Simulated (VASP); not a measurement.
SrCa, 2 atoms in the cell. It takes space group P-6m2 (No. 187, hexagonal). Conventional cell: a = 4.127 Å, b = 4.127 Å, c = 7.055 Å, α = 90.00°, β = 90.00°, γ = 120.00°. Sr (site symmetry -6m2) has 6 Sr at 4.13 Å and 6 Ca at 4.26 Å within 5.4 Å. Ca (site symmetry -6m2) has 6 Ca at 4.13 Å and 6 Sr at 4.26 Å within 5.4 Å.  This cell differs from its parent crystal: strain along c alone, the other axes held: +4.0 %.

- Program: VASP 6.6.1
- Task: single point
- Functional: r2SCAN
- Potentials or basis: VASP PAW PBE potentials, release 64 (Sr_sv, Ca_sv)
- Cutoff: 520 eV
- k mesh: 12 × 12 × 6
- Occupations: gaussian, width 0.1 eV
- Spin: no spin polarisation
- Dipole correction: no
- Further INCAR settings: ALGO = Normal; EDIFF = 1e-07; NBANDS = 17

Potentials or basis: VASP PAW PBE potentials, release 64 (Sr_sv, Ca_sv).

Run with:

```bash
$ cat potpaw_PBE.64/Sr_sv/POTCAR potpaw_PBE.64/Ca_sv/POTCAR > POTCAR
$ cp INCAR.step1 INCAR
$ mpirun -np 1 vasp_std > vasp.out
$ cp INCAR.step2 INCAR
$ mpirun -np 1 vasp_std > vasp.out
```

Hardware: 1 thread of AMD EPYC 9R45 96-Core Processor (Zen 5), on a shared host.

Question: Estimate the wall time of this run.

Answer: Run time: 6.6 min on 1 thread of AMD EPYC 9R45 96-Core Processor (Zen 5), with other jobs on the host, peak memory 0.31 GiB. Counts: k points 76.
